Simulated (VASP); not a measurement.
# Sr (Fm-3m) in VASP: notebook, part 2 of 2

VASP 6.6.1.

## Step 4: Single point, r2SCAN

This run uses another cell than the first one, of 52.94 Å³/atom, 0.887 times its volume.

File POSCAR:

```
Sr
1.0
    0.0000000000      2.9802437979      2.9802437979
    2.9802437979      0.0000000000      2.9802437979
    2.9802437979      2.9802437979      0.0000000000
Sr
1
Direct
    0.0000000000      0.0000000000      0.0000000000
```

File INCAR.step1:

```
PREC     = Accurate       # precision mode
ENCUT    = 520            # plane-wave cutoff, eV
ISMEAR   = -1             # smearing method
SIGMA    = 0.05           # smearing width, eV
LREAL    = False          # projectors in reciprocal space
LASPH    = True           # aspherical terms in the spheres
NELM     = 80             # most SCF steps
NBANDS   = 11             # bands
GGA      = PE             # functional
ALGO     = Normal         # electronic algorithm
EDIFF    = 1E-4           # SCF threshold, eV
LWAVE    = True           # write WAVECAR
LCHARG   = False          # write CHGCAR
```

File INCAR.step2:

```
PREC     = Accurate       # precision mode
ENCUT    = 520            # plane-wave cutoff, eV
EDIFF    = 1E-7           # SCF threshold, eV
ISMEAR   = -1             # smearing method
SIGMA    = 0.05           # smearing width, eV
LREAL    = False          # projectors in reciprocal space
LASPH    = True           # aspherical terms in the spheres
NELM     = 80             # most SCF steps
ALGO     = Normal         # electronic algorithm
ISIF     = 2              # what is computed and relaxed
LWAVE    = False          # write WAVECAR
LCHARG   = False          # write CHGCAR
METAGGA  = R2SCAN         # meta-GGA
LMIXTAU  = True         
NBANDS   = 11             # bands
ISTART   = 1
```

File KPOINTS:

```
regular mesh
0
Gamma
  8 8 8
```

Potentials or basis: VASP PAW PBE potentials, release 64 (Sr_sv).

Started as:

```console
$ cat potpaw_PBE.64/Sr_sv/POTCAR > POTCAR
$ cp INCAR.step1 INCAR
$ mpirun -np 1 vasp_std > vasp.out
$ cp INCAR.step2 INCAR
$ mpirun -np 1 vasp_std > vasp.out
```

OUTCAR:

```text
PREC = Accurate
   ENCUT = 520
   EDIFF = 1E-7
   ISMEAR = -1
   LREAL = False
   LASPH = True
   NELM = 80
   ISIF = 2
   METAGGA = R2SCAN
   ISTART = 1

 ion  position               nearest neighbor table
   1  0.000  0.000  0.000-

  LATTYP: Found a face centered cubic cell.
 ALAT       =     5.9604875958

  Lattice vectors:

 A1 = (   0.0000000000,   2.9802437979,   2.9802437979)
 A2 = (   2.9802437979,   0.0000000000,   2.9802437979)
 A3 = (   2.9802437979,   2.9802437979,   0.0000000000)
[... 504 lines left out ...]
      2     -17.6537      2.00000
      3     -17.5442      2.00000
      4     -17.5025      2.00000
      5       1.3696      1.99748
      6       1.7279      0.75930
      7       3.2875      0.00000
      8       4.7768      0.00000
      9       6.7248      0.00000
     10       7.4898      0.00000
     11       7.8050      0.00000

 [... further k-points ...]
[... 5 lines left out ...]
  --------------------------------------------------------------------------------------
  -------------------------------------------------------------------------------------
  Total        0.2920509      0.2920509      0.2920509     -0.0000000      0.0000000     -0.0000000
  in kB        8.8386052      8.8386052      8.8386052     -0.0000000      0.0000000     -0.0000000
  external PRESSURE =       8.8386052 kB  Pullay stress =       0.0000000 kB

 VOLUME and BASIS-vectors are now :
 -----------------------------------------------------------------------------
  energy-cutoff  :      520.00
  volume of cell :       52.94
      direct lattice vectors                 reciprocal lattice vectors
     0.000000000  2.980243798  2.980243798    -0.167771509  0.167771509  0.167771509
     2.980243798  0.000000000  2.980243798     0.167771509 -0.167771509  0.167771509
     2.980243798  2.980243798  0.000000000     0.167771509  0.167771509 -0.167771509

 POSITION                                       TOTAL-FORCE (eV/Angst)
 -----------------------------------------------------------------------------------
      0.00000      0.00000      0.00000         0.000000      0.000000      0.000000
 -----------------------------------------------------------------------------------
    total drift:                                0.000000      0.000000      0.000000

  FREE ENERGIE OF THE ION-ELECTRON SYSTEM (eV)
  ---------------------------------------------------
  free  energy   TOTEN  =       -15.0960917948 eV

  energy  without entropy=      -15.0874525017  energy(sigma->0) =      -15.09177215
```

OSZICAR.step1:

```text
N       E                     dE             d eps       ncg     rms          rms(c)
DAV:   1     0.367943746473E+02    0.36794E+02   -0.48765E+03   638   0.786E+02
DAV:   2    -0.259747027280E-01   -0.36820E+02   -0.36168E+02   753   0.150E+02
DAV:   3    -0.157340085957E+01   -0.15474E+01   -0.15336E+01   929   0.233E+01
DAV:   4    -0.164191924542E+01   -0.68518E-01   -0.68404E-01   835   0.464E+00
DAV:   5    -0.164405595931E+01   -0.21367E-02   -0.21367E-02   909   0.624E-01    0.114E+01
DAV:   6    -0.164403036184E+01    0.25597E-04   -0.63408E-03   786   0.901E-01    0.645E+00
DAV:   7    -0.164400984651E+01    0.20515E-04   -0.11009E-02   704   0.118E+00    0.272E-01
DAV:   8    -0.164398924400E+01    0.20603E-04   -0.12099E-03   985   0.204E-01    0.628E-02
DAV:   9    -0.164400561464E+01   -0.16371E-04   -0.10731E-05   403   0.299E-02
   1 F= -.16440056E+01 E0= -.16405552E+01  d E =-.690082E-02
```

Run time: 41 s. Hardware: 1 thread of Intel Xeon Platinum 8488C (Sapphire Rapids), shared host; peak memory 0.18 GiB.

Results:

| Item | Value |
| --- | --- |
| Free energy | -15.0961 eV |
| Pressure | 0.9 GPa |
| Band gap on the k mesh | zero (band 5 reaches 1.81 eV, above the bottom of band 6 at 1.73 eV) |

Caveat: the PAW data sets were made with another functional, which shifts forces and pressure a little.

## Step 5: Overview

```tsv
level	cell	k mesh	grid for exact exchange (PRECFOCK)	screening parameter	gap on the mesh (eV)	pressure (GPa)
HSE06	a = 4.387 Å, angles 60.0°, 1 atom	4 × 4 × 4	Normal	0.2079 1/Å	none	-0.4
PBEsol	a = 4.303 Å, angles 60.0°, 1 atom	6 × 6 × 6	-	-	0.05	-0.8
r2SCAN	a = 4.215 Å, angles 60.0°, 1 atom	8 × 8 × 8	-	-	none	0.9
```

Alike in all rows: task single point; potentials or basis VASP PAW PBE potentials, release 64 (Sr_sv); no spin polarisation; cutoff (eV) 520; smearing fermi-dirac 0.05 eV.

Caveats: some runs use coarse meshes; the PAW data sets were made with another functional, which shifts forces and pressure a little.

Total energies depend on the potentials used, so only differences within one code and one set of settings carry meaning.
